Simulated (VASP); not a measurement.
# Al4Cl: relaxation of cell and atoms with PBE

Al4Cl:

```
CELL_PARAMETERS angstrom
5.00534 0.00000 0.00000
-2.50267 4.33475 0.00000
0.00000 0.00000 5.21134
ATOMIC_POSITIONS crystal
Al 0.33333 0.66667 0.24785
Al 0.66667 0.33333 0.24785
Al 0.33333 0.66667 0.75215
Al 0.66667 0.33333 0.75215
Cl 0.00000 0.00000 0.50000
```

* Program: VASP 6.6.1
* Task: relaxation of cell and atoms
* Functional: PBE
* Potentials or basis: VASP PAW PBE potentials, release 64 (Al, Cl)
* Cutoff: 600 eV
* k mesh: 12 × 12 × 8
* Occupations: gaussian, width 0.1 eV
* Spin: no spin polarisation
* Dipole correction: no
* Further INCAR settings: ALGO = Normal; EDIFF = 1e-06; IBRION = 2; EDIFFG = -0.01; NSW = 100; ISIF = 3

- Relaxed volume: 22.58 Å³/atom
- Relaxed cell: a = 4.982 Å, b = 4.982 Å, c = 5.251 Å, α = 90.00°, β = 90.00°, γ = 120.00°
- Space group after relaxing (to 0.05 Å): P6/mmm (No. 191)
- Energy gained by relaxing: 0.8 meV/atom
- Ionic steps: 4
- Pressure after relaxing: 0.0 GPa
- Largest force after relaxing: 0.009 eV/Å

Forces on the atoms (eV/Å):
```
Al   0.000  0.000 -0.009
Al   0.000  0.000 -0.009
Al   0.000  0.000  0.009
Al   0.000  0.000  0.009
Cl   0.000  0.000  0.000
```

The path:
```csv
step,energy change (eV),largest force (eV/Å),pressure (GPa),volume (Å³)
1,0.0000,0.0137,0.05,113.07
2,-0.0035,0.0195,-0.10,113.18
3,-0.0036,0.0267,-0.13,113.20
4,-0.0039,0.0088,-0.02,112.89
```

Final structure:
```xyz
5
Lattice="4.9822 0.0000 0.0000 -2.4911 4.3147 0.0000 0.0000 0.0000 5.2514" Properties=species:S:1:pos:R:3 pbc="T T T"
Al    0.0000    2.8765    1.3011
Al    2.4911    1.4382    1.3011
Al    0.0000    2.8765    3.9503
Al    2.4911    1.4382    3.9503
Cl    2.4911    4.3147    2.6257
```

Levels at points of the mesh, in eV from the Fermi level:
| k point | band 7 | band 8 | band 9 | band 10 | band 11 | band 12 |
| --- | --- | --- | --- | --- | --- | --- |
| (0.00, 0.00, 0.00) | -2.52 | -1.61 | -1.61 | -1.26 | 1.21 | 2.52 |
| (0.50, 0.00, 0.00) | -2.22 | -1.06 | -0.61 | -0.52 | -0.09 | 0.46 |
| (0.00, 0.00, 0.50) | -1.30 | -1.24 | -0.50 | -0.50 | -0.26 | -0.26 |
| (0.50, 0.00, 0.50) | -3.33 | -1.54 | -1.14 | 1.05 | 1.93 | 1.95 |

It took 2 min on 1 thread of Intel(R) Xeon(R) 6975P-C (Granite Rapids), with other jobs on the host, peak memory 0.35 GiB.

Caveat: an odd number of electrons without spin polarisation forces a metal; a magnetic or distorted state may lie lower.
